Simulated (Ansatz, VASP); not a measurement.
**One calculation of Zr, two programs**

```
CELL_PARAMETERS angstrom
3.23200 0.00000 0.00000
-1.61600 2.79899 0.00000
0.00000 0.00000 5.14700
ATOMIC_POSITIONS crystal
Zr 0.33333 0.66667 0.25000
Zr 0.66667 0.33333 0.75000
```

Alike in both runs: task relaxation of cell and atoms; functional r2SCAN; dispersion rVV10; k mesh 9 × 9 × 5; occupations methfessel-paxton of order 1, width 0.1 eV; no spin polarisation.

|  | VASP | Ansatz |
| --- | --- | --- |
| version | VASP 6.6.1 | Ansatz 0.2.0 |
| potentials or method | VASP PAW PBE potentials, release 64 (Zr_sv) | plane waves, PAW |
| plane-wave cutoff (eV) | 600 | 500 |
| valence electrons in the cell | 24 | 24 |

|  | VASP | Ansatz | Ansatz less VASP |
| --- | --- | --- | --- |
| relaxed volume (Å³/atom) | 23.30 | 23.25 | -0.044 |
| relaxed cell length with the largest relative difference (Å) | 3.230 | 3.227 | -0.0031 |

VASP's potentials were made for PBE, not for r2SCAN.
